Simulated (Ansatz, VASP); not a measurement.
**Pb: VASP beside Ansatz**

Contents of INCAR:

```
  ALGO = Fast
  EDIFF = 1E-6
  ENCUT = 520
  GGA = RP
  ISIF = 2
  ISMEAR = -1
  IVDW = 13
  LASPH = True
  LCHARG = False
  LREAL = False
  LWAVE = False
  NBANDS = 13
  NELM = 60
  PREC = Accurate
  SIGMA = 0.05
```

KPOINTS

```
k-points
0
Gamma
  9 9 9
```

The input POSCAR:

```
Pb
1.0
    0.0000000000      2.5075897876      2.5075897876
    2.5075897876      0.0000000000      2.5075897876
    2.5075897876      2.5075897876      0.0000000000
Pb
1
Direct
    0.0000000000      0.0000000000      0.0000000000
```

input.yaml

```yaml
crystal:
  lattice:
    - [0.0, 2.5075897876, 2.5075897876]
    - [2.5075897876, 0.0, 2.5075897876]
    - [2.5075897876, 2.5075897876, 0.0]
  atoms:
    - { symbol: Pb, position: [0.0, 0.0, 0.0] }
hamiltonian:
  xc: rpbe
  pseudopotentials: { kind: paw }
  dispersion: d4
kpoints:
  mp_grid: { grid: [9, 9, 9] }
scf:
  occupations: { method: fermi_dirac, width: 0.05 }
output:
  forces: true
  stress: true
  eigenvalues: true
```

Alike in both runs: task single point; functional RPBE; dispersion D4; k mesh 9 × 9 × 9; occupations fermi-dirac, width 0.05 eV; no spin polarisation.

|  | VASP | Ansatz |
| --- | --- | --- |
| version | VASP 6.6.1 | Ansatz 0.2.0 |
| potentials or method | VASP PAW PBE potentials, release 64 (Pb_d) | Ansatz PAW |
| plane-wave cutoff (eV) | 520 | 420 |
| valence electrons in the cell | 14 | 14 |

|  | VASP | Ansatz | Ansatz less VASP |
| --- | --- | --- | --- |
| gap on the k mesh at the Fermi level (eV) | none | none | - |
| pressure (GPa) | -1.4 | -1.3 | +0.04 |

VASP's potentials were made for PBE, not for RPBE. A gap of «none» marks a metal or a gap that the smearing closes.

Spin-orbit coupling is off throughout.
